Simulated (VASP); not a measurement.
Runs of VASP 6.6.1 on TmB3Au. The structure is that of space group P6_3/mmc (No. 194), or close to it. The cells are those of the table. 

| cell | k mesh | smearing | gap on the mesh (eV) | pressure (GPa) | largest force (eV/Å) |
| --- | --- | --- | --- | --- | --- |
| a = 4.979, b = 4.979, c = 5.295 Å, angles 90.0, 90.0, 120.0°, 10 atoms | 6 × 6 × 6 | gaussian 0.1 eV | none | (a) | 0.02 |
| a = 5.070, b = 5.070, c = 5.431 Å, angles 90.0, 90.0, 120.0°, 10 atoms | 4 × 4 × 4 | gaussian 0.2 eV | none | (b) | 0.02 |
| a = 5.026, b = 5.026, c = 5.363 Å, angles 90.0, 90.0, 120.0°, 10 atoms | 6 × 6 × 6 | gaussian 0.1 eV | none | 5.6 | 0.02 |
| a = 5.071, b = 5.071, c = 5.431 Å, angles 90.0, 90.0, 120.0°, 10 atoms | 6 × 6 × 4 | gaussian 0.2 eV | none | 0.4 | 0.03 |
| a = 4.880, b = 4.880, c = 5.160 Å, angles 90.0, 90.0, 120.0°, 10 atoms | 6 × 6 × 6 | gaussian 0.1 eV | none | 28.1 | 0.02 |

Alike in all rows: task single point; level PBE; potentials or basis VASP PAW PBE potentials, release 64 (Tm_3, B, Au), 4f in core; no spin polarisation; cutoff (eV) 500.

Fill in the values left out.

(a) 11.9; (b) 0.5.

Caveats: spin-orbit coupling is left out, which moves the levels of the heavy elements; the 4f electrons are frozen in the core, so they carry no moment and show no levels; the cell stands under pressure (at least some runs).

A k mesh can miss the band edges, and the runs leave out spin-orbit coupling on Au, Tm.

A gap of «none» marks levels without a gap at the run's occupations.
